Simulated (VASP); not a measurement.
# Bi in VASP: notebook

Runs on Bi. Level: PBE. Tasks: single point.

Everything below comes from runs of VASP 6.6.1. Logs are shortened: lines on timing, memory, paths and dates and some standing lists are left out, and cuts for length are marked.

### Step 1. The cell of the first run

It takes space group P2/m (No. 10, monoclinic). Conventional cell: a = 3.178 Å, b = 3.287 Å, c = 6.233 Å, α = 90.00°, β = 97.79°, γ = 90.00°. Within 4.0 Å of Bi (site symmetry m) lie 6 Bi at 3.03 to 3.29 Å.

### Step 2. Single point, PBE (strained)

INCAR

```
ALGO = Normal
EDIFF = 1E-6
ENCUT = 520
GGA = PE
ISIF = 2
ISMEAR = 0
LASPH = True
LCHARG = False
LREAL = False
LWAVE = False
NBANDS = 22
NELM = 100
PREC = Accurate
SIGMA = 0.1
```

KPOINTS

```
k-points
0
Gamma
  14 14 8
```

POSCAR

```
Bi
1.0
    3.1720543005      0.0000000000     -0.1943025748
    0.0000000000      3.2873004109      0.0000000000
   -0.4654404907      0.0000000000      6.2154473068
Bi
2
Direct
    0.4596115220      0.0000000000      0.2546785240
    0.5403884780      0.0000000000      0.7453214760
```

Potentials or basis: VASP PAW PBE potentials, release 64 (Bi_d).

Run with:

```bash
cat potpaw_PBE.64/Bi_d/POTCAR > POTCAR
mpirun -np 1 vasp_std > vasp.out
```

OUTCAR:

```text
EDIFF = 1E-6
   ENCUT = 520
   GGA = PE
   ISIF = 2
   ISMEAR = 0
   LASPH = True
   LREAL = False
   NELM = 100
   PREC = Accurate

 ion  position               nearest neighbor table
   1  0.460  0.000  0.255-   2 3.03   2 3.22
   2  0.540  0.000  0.745-   1 3.03   1 3.22

  LATTYP: Found a simple monoclinic cell.
 ALAT       =     3.1779996815
 B/A-ratio  =     1.0343929328
 C/A-ratio  =     1.9612494339
 COS(beta)  =    -0.1355048731

  Lattice vectors:

 A1 = (   3.1720543005,   0.0000000000,  -0.1943025748)
 A2 = (   0.0000000000,   3.2873004109,   0.0000000000)
 A3 = (  -0.4654404907,   0.0000000000,   6.2154473068)

Analysis of symmetry for initial positions (statically):
=====================================================================
 Subroutine PRICEL returns:
 Original cell was already a primitive cell.

 Routine SETGRP: Setting up the symmetry group for a
 simple monoclinic supercell.

 Subroutine GETGRP returns: Found  4 space group operations
 (whereof  4 operations were pure point group operations)
 out of a pool of  4 trial point group operations.

The static configuration has the point symmetry C_2h.

Analysis of symmetry for dynamics (positions and initial velocities):
=====================================================================
 Subroutine PRICEL returns:
 Original cell was already a primitive cell.

 Routine SETGRP: Setting up the symmetry group for a
 simple monoclinic supercell.

 Subroutine GETGRP returns: Found  4 space group operations
 (whereof  4 operations were pure point group operations)
 out of a pool of  4 trial point group operations.

The dynamic configuration has the point symmetry C_2h.

 Subroutine INISYM returns: Found  4 space group operations
 (whereof  4 operations are pure point group operations),
 and found     1 'primitive' translations

----------------------------------------------------------------------------------------

                                     Primitive cell

  volume of cell :      64.5143

  direct lattice vectors                    reciprocal lattice vectors
     3.172054301  0.000000000 -0.194302575     0.316705848  0.000000000  0.023716350
     0.000000000  3.287300411  0.000000000     0.000000000  0.304200978  0.000000000
    -0.465440491  0.000000000  6.215447307     0.009900617  0.000000000  0.161630869

  length of vectors
     3.177999682  3.287300411  6.232850076     0.317592600  0.304200978  0.161933813

  position of ions in fractional coordinates (direct lattice)
     0.459611522  0.000000000  0.254678524
     0.540388478  0.000000000  0.745321476

  ion indices of the primitive-cell ions
   primitive index   ion index
                 1           1
                 2           2

----------------------------------------------------------------------------------------

 KPOINTS: k-points

Automatic generation of k-mesh.
 Grid dimensions read from file:
 generate k-points for:   14   14    8

 Generating k-lattice:

  Cartesian coordinates                     Fractional coordinates (reciprocal lattice)
     0.022621846  0.000000000  0.001694025     0.071428571  0.000000000  0.000000000
     0.000000000  0.021728641  0.000000000     0.000000000  0.071428571  0.000000000
     0.001237577  0.000000000  0.020203859     0.000000000  0.000000000  0.125000000

  Length of vectors
     0.022685186  0.021728641  0.020241727

  Shift w.r.t. Gamma in fractional coordinates (k-lattice)
     0.000000000  0.000000000  0.000000000

 Subroutine IBZKPT returns following result:
 ===========================================

 Found    464 irreducible k-points:

 Following reciprocal coordinates:
            Coordinates               Weight
  0.000000  0.000000  0.000000      1.000000
  0.071429  0.000000  0.000000      2.000000
  0.142857  0.000000  0.000000      2.000000
  0.214286  0.000000  0.000000      2.000000
  0.285714  0.000000  0.000000      2.000000
  0.357143  0.000000  0.000000      2.000000
[... 16 lines left out ...]
  0.428571  0.142857  0.000000      4.000000
  0.500000  0.142857  0.000000      2.000000
 [... further k-points ...]
   k-points           NKPTS =    464   k-points in BZ     NKDIM =    464   number of bands    NBANDS=     22
   number of dos      NEDOS =    301   number of ions     NIONS =      2
   total plane-waves  NPLWV =  27648
   dimension x,y,z NGX =    24 NGY =   24 NGZ =   48
   dimension x,y,z NGXF=    48 NGYF=   48 NGZF=   96
   ions per type =               2
   NGX,Y,Z   is equivalent  to a cutoff of  12.55, 12.14, 12.80 a.u.
   NGXF,Y,Z  is equivalent  to a cutoff of  25.11, 24.27, 25.61 a.u.
 SYSTEM =  unknown system
   PREC   = accura    normal or accurate (medium, high low for compatibility)
   ISTART =      0    job   : 0-new  1-cont  2-samecut
   ICHARG =      2    charge: 1-file 2-atom 10-const
   ISPIN  =      1    spin polarized calculation?
   LNONCOLLINEAR =      F non collinear calculations
   LSORBIT =      F    spin-orbit coupling
   LASPH  =      T    aspherical Exc in radial PAW
   ENCUT  =  520.0 eV  38.22 Ry    6.18 a.u.   5.91  6.11 11.59*2*pi/ulx,y,z
   NELM   =    100;   NELMIN=  2; NELMDL= -5     # of ELM steps
   EDIFF  = 0.1E-05   stopping-criterion for ELM
   LREAL  =      F    real-space projection
   EDIFFG = 0.1E-04   stopping-criterion for IOM
   NSW    =      0    number of steps for IOM
   IBRION =     -1    ionic relax: 0-MD 1-quasi-New 2-CG
   NFREE  =      0    steps in history (QN), initial steepest desc. (CG)
   ISIF   =      2    stress and relaxation
   ISYM   =      2    0-nonsym 1-usesym 2-fastsym
   POTIM  = 0.5000    time-step for ionic-motion
   TEBEG  =    0.0;   TEEND  =   0.0 temperature during run
   PSTRESS=    0.0 pullay stress
   NELECT =      30.0000    total number of electrons
   NUPDOWN=      -1.0000    fix difference up-down
   EMIN   =  10.00;   EMAX   =-10.00  energy-range for DOS
   EFERMI =   0.00;   METHOD = LEGACY
   ISMEAR =     0;   SIGMA  =   0.10  broadening in eV -4-tet -1-fermi 0-gaus
   EFERMI_NEDOS =   21; number of points for ismear=-14 and -15
   IALGO  =     38    algorithm
   IMIX   =      4    mixing-type and parameters
     AMIX     =   0.40;   BMIX     =  1.00
     AMIX_MAG =   1.60;   BMIX_MAG =  1.00
  volume/ion in A,a.u.               =      32.26       217.68
  Fermi-wavevector in a.u.,A,eV,Ry     =   1.268323  2.396784 21.886935  1.608644
  Thomas-Fermi vector in A             =   2.401424
   LORBIT       =      0    0 simple, 1 ext, 2 COOP (PROOUT), +10 PAW based schemes
   GGA     = PE    functional components
   LHFCALC =     F    Hartree Fock is set to
   AEXX    =    0.0000 exact exchange contribution
   IVDW    =     0    specifies the selected vdW correction
   LEPSILON=     F    determine dielectric tensor
   LRPA    =     F    only Hartree local field effects (RPA)
 non-spin polarized calculation
 Gauss-broadening in eV      SIGMA  =   0.10
  energy-cutoff  :      520.00
  volume of cell :       64.51
 maximum number of plane-waves:      1768
   NGX = 11   NGY = 13   NGZ = 23

 number of electron      29.9999991 magnetization

 Free energy of the ion-electron system (eV)
  ---------------------------------------------------
  ext. energy  EPLUGINS =         0.00000000
  ---------------------------------------------------
  free energy    TOTEN  =        -7.54959206 eV

  energy without entropy =       -7.54475087  energy(sigma->0) =       -7.54717147

 E-fermi :   7.3165     XC(G=0):  -9.9832

 val. band max:        7.3147202909   @ k =  -0.2857   0.2143   0.3750
 cond. band min:       7.3196680153   @ k =   0.2143   0.1429   0.5000
 fundamental gap:      0.0049477244
 Fermi energy:         7.3164922376

 k-point     1 :       0.0000    0.0000    0.0000
  band No.  band energies     occupation
      1     -15.7539      2.00000
      2     -15.6774      2.00000
      3     -15.6694      2.00000
      4     -15.4590      2.00000
      5     -15.4433      2.00000
      6     -15.3479      2.00000
[... 14 lines left out ...]
     21      16.0359      0.00000
     22      16.8502      0.00000

 k-point     2 :       0.0714    0.0000    0.0000
  band No.  band energies     occupation
      1     -15.7468      2.00000
      2     -15.6675      2.00000
      3     -15.6552      2.00000
      4     -15.4585      2.00000
      5     -15.4494      2.00000
      6     -15.3449      2.00000
[... 14 lines left out ...]
     21      16.3742      0.00000
     22      16.8720      0.00000

 k-point     3 :       0.1429    0.0000    0.0000
  band No.  band energies     occupation
      1     -15.7334      2.00000
      2     -15.6333      2.00000
      3     -15.6173      2.00000
      4     -15.4674      2.00000
      5     -15.4568      2.00000
      6     -15.3542      2.00000
[... 14 lines left out ...]
     21      16.1877      0.00000
     22      17.0922      0.00000

 k-point     4 :       0.2143    0.0000    0.0000
  band No.  band energies     occupation
      1     -15.7233      2.00000
      2     -15.5752      2.00000
      3     -15.5687      2.00000
      4     -15.4947      2.00000
      5     -15.4546      2.00000
      6     -15.3760      2.00000
[... 14 lines left out ...]
     21      16.5323      0.00000
     22      17.2652      0.00000

 k-point     5 :       0.2857    0.0000    0.0000
  band No.  band energies     occupation
      1     -15.7166      2.00000
      2     -15.5270      2.00000
      3     -15.5244      2.00000
      4     -15.5077      2.00000
      5     -15.4526      2.00000
      6     -15.4001      2.00000
[... 417 lines left out ...]
 k-point    22 :       0.3571    0.1429    0.0000
  band No.  band energies     occupation
      1     -15.6898      2.00000
      2     -15.5514      2.00000
      3     -15.4701      2.00000
      4     -15.4477      2.00000
      5     -15.4395      2.00000
      6     -15.4272      2.00000
[... 14 lines left out ...]
     21      16.1561      0.00000
     22      17.5886      0.00000

 k-point    23 :       0.4286    0.1429    0.0000
  band No.  band energies     occupation
      1     -15.6865      2.00000
      2     -15.5707      2.00000
      3     -15.4709      2.00000
      4     -15.4551      2.00000
      5     -15.4333      2.00000
      6     -15.4311      2.00000
[... 14 lines left out ...]
     21      16.3466      0.00000
     22      17.6868      0.00000

 k-point    24 :       0.5000    0.1429    0.0000
  band No.  band energies     occupation
      1     -15.6855      2.00000
      2     -15.5776      2.00000
      3     -15.4717      2.00000
      4     -15.4606      2.00000
      5     -15.4368      2.00000
      6     -15.4264      2.00000
[... 14 lines left out ...]
     21      16.2776      0.00000
     22      17.6561      0.00000

 [... further k-points ...]
[... 5 lines left out ...]
  --------------------------------------------------------------------------------------
  -------------------------------------------------------------------------------------
  Total        2.4225206      0.0290915      3.4136461      0.0000000      0.0000000      0.1547446
  in kB       60.1620140      0.7224725     84.7760888      0.0000000      0.0000000      3.8430010
  external PRESSURE =      48.5535251 kB  Pullay stress =       0.0000000 kB

 VOLUME and BASIS-vectors are now :
 -----------------------------------------------------------------------------
  energy-cutoff  :      520.00
  volume of cell :       64.51
      direct lattice vectors                 reciprocal lattice vectors
     3.172054301  0.000000000 -0.194302575     0.316705848  0.000000000  0.023716350
     0.000000000  3.287300411  0.000000000     0.000000000  0.304200978  0.000000000
    -0.465440491  0.000000000  6.215447307     0.009900617  0.000000000  0.161630869

 POSITION                                       TOTAL-FORCE (eV/Angst)
 -----------------------------------------------------------------------------------
      1.33938      0.00000      1.49364        -0.066349     -0.000000     -0.272425
      1.36724      0.00000      4.52751         0.066349      0.000000      0.272425
 -----------------------------------------------------------------------------------
    total drift:                                0.000000     -0.000000      0.000000

  FREE ENERGIE OF THE ION-ELECTRON SYSTEM (eV)
  ---------------------------------------------------
  free  energy   TOTEN  =        -7.5495920600 eV

  energy  without entropy=       -7.5447508714  energy(sigma->0) =       -7.54717147
```

It took 1.9 min on 1 thread of Intel Xeon 6975P-C (Granite Rapids), shared host; peak memory 0.57 GiB.

What came out:

```yaml
Free_energy: -7.5496 eV
Pressure: 4.9 GPa
Largest_force: 0.280 eV/Å
Band_gap_on_the_k_mesh: zero (band 15 reaches 10.96 eV, above the bottom of band 16 at 5.25 eV)
```

Forces on the atoms (eV/Å):
```
Bi  -0.066  0.000 -0.272
Bi   0.066  0.000  0.272
```

Caveat: the cell differs from its parent crystal (strained); spin-orbit coupling is left out, which moves the levels of the heavy elements.

### Step 3. Single point, PBE (one atom moved)

INCAR

```
ALGO = Normal
EDIFF = 1E-7
ENCUT = 520
GGA = PE
ISIF = 2
ISMEAR = 0
LASPH = T
LCHARG = F
LREAL = F
LWAVE = F
NBANDS = 22
NELM = 100
PREC = Accurate
SIGMA = 0.1
```

KPOINTS is that of step 2.

POSCAR

```
Bi
1.0
    3.2383762460      0.0000000000      0.0000000000
    0.0000000000      3.2216433200      0.0000000000
   -0.0804548793      0.0000000000      6.4438887882
Bi
2
Direct
    0.4557527500      0.0000000000      0.2504221100
    0.5397402515      0.0003507527      0.7147091939
```

Potentials or basis: VASP PAW PBE potentials, release 64 (Bi_d).

Run with:

```bash
cat potpaw_PBE.64/Bi_d/POTCAR > POTCAR
mpirun -np 1 vasp_std > vasp.out
```

It took 3.6 min on 1 thread of Intel Xeon 6975P-C (Granite Rapids), shared host; peak memory 0.88 GiB.

The run converged. Its results:

| Quantity | Value |
| --- | --- |
| Free energy | -7.6198 eV |
| Pressure | 3.4 GPa |
| Largest force | 0.588 eV/Å |
| Band gap on the k mesh | zero (band 15 reaches 10.42 eV, above the bottom of band 16 at 4.72 eV) |

Forces on the atoms (eV/Å):
```
Bi  -0.026  0.000 -0.587
Bi   0.026  0.000  0.587
```

Stress tensor (GPa, compression positive):
```
2.28 0.00 0.11
0.00 2.86 0.00
0.11 0.00 4.93
```

Levels at points of the mesh, in eV from the Fermi level:
| k point | band 11 | band 12 | band 13 | band 14 | band 15 | band 16 | band 17 | band 18 | band 19 | band 20 |
| --- | --- | --- | --- | --- | --- | --- | --- | --- | --- | --- |
| (0.00, 0.00, 0.00) | -13.32 | -11.19 | -5.02 | 3.16 | 3.22 | 3.40 | 4.91 | 5.29 | 6.51 | 7.86 |
| (0.50, 0.00, 0.00) | -11.38 | -9.32 | -5.06 | -3.13 | -3.08 | 2.49 | 5.14 | 5.62 | 7.26 | 9.86 |
| (0.00, 0.50, 0.00) | -11.35 | -9.22 | -5.11 | -3.11 | -3.10 | 2.78 | 5.11 | 5.39 | 6.98 | 9.80 |
| (0.50, 0.50, 0.00) | -9.43 | -7.31 | -3.22 | -3.15 | -1.38 | -1.32 | -1.25 | 2.73 | 5.09 | 5.36 |
| (0.00, 0.00, 0.50) | -12.89 | -12.05 | -2.26 | -1.22 | 3.61 | 3.75 | 4.30 | 4.47 | 7.31 | 8.06 |
| (0.50, 0.00, 0.50) | -10.98 | -10.12 | -4.61 | -4.00 | -0.34 | 0.94 | 5.45 | 5.46 | 5.67 | 6.47 |
| (0.00, 0.50, 0.50) | -10.94 | -10.07 | -4.59 | -3.97 | -0.33 | 0.93 | 5.45 | 5.52 | 5.58 | 6.34 |
| (0.50, 0.50, 0.50) | -9.04 | -8.14 | -2.74 | -2.71 | -2.11 | -2.09 | 1.54 | 3.05 | 3.21 | 3.73 |

Caveat: the cell differs from its parent crystal (one atom moved); spin-orbit coupling is left out, which moves the levels of the heavy elements.
